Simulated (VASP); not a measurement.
Wanted: the native input for a VASP 6.6.1 run.

```
Task                   : single point
Functional             : PBE
Potentials or basis    : VASP PAW PBE potentials, release 64 (Na_pv, N)
Cutoff                 : 520 eV
k mesh                 : 4 × 4 × 4
Occupations            : fermi-dirac, width 0.1 eV
Spin                   : no spin polarisation
Dipole correction      : no
Further INCAR settings : ALGO = Normal; EDIFF = 1e-06; NBANDS = 40
```

The structure of Na2N3 lies in POSCAR:

```
Na2N3
1.0
   -3.7403960000      0.0000000000      3.4955880000
    3.7403960000      0.0000000000      3.4955880000
    0.0000000000      5.6755780000      3.4955880000
Na N
4 6
Direct
    0.7180000000      0.2820000000      0.0000000000
    0.2820000000      0.7180000000      0.0000000000
    0.7500000000      0.2500000000      0.5000000000
    0.2500000000      0.7500000000      0.5000000000
    0.1333000000      0.1333000000      0.1470000000
    0.2803000000      0.2803000000      0.8530000000
    0.8667000000      0.8667000000      0.8530000000
    0.7197000000      0.7197000000      0.1470000000
    0.8519000000      0.8519000000      0.2962000000
    0.1481000000      0.1481000000      0.7038000000
```

One way to write it, as run:

INCAR

```
PREC = Accurate
ENCUT = 520
EDIFF = 1E-6
ISMEAR = -1
SIGMA = 0.1
LREAL = False
LASPH = True
NELM = 100
ALGO = Normal
ISIF = 2
LWAVE = False
LCHARG = False
GGA = PE
NBANDS = 40
```

KPOINTS

```
Automatic mesh
0
Gamma
  4 4 4
```

Potentials or basis: VASP PAW PBE potentials, release 64 (Na_pv, N).

Launch:

```sh
$ cat potpaw_PBE.64/Na_pv/POTCAR potpaw_PBE.64/N/POTCAR > POTCAR
$ mpirun -np 1 vasp_std > vasp.out
```

Results of the run:

```yaml
Pressure: -16.3 GPa
Largest_force: 3.148 eV/Å
Band_gap_on_the_k_mesh: 1.23 eV, indirect (least direct gap 1.31 eV)
```

Caveat: forces of over 1 eV/Å act on the atoms, so gaps and moduli don't describe the material at rest.

Wall time 2.6 min on 1 thread of Intel(R) Xeon(R) Platinum 8375C CPU @ 2.90GHz (Ice Lake), with other jobs on the host, peak memory 0.28 GiB.
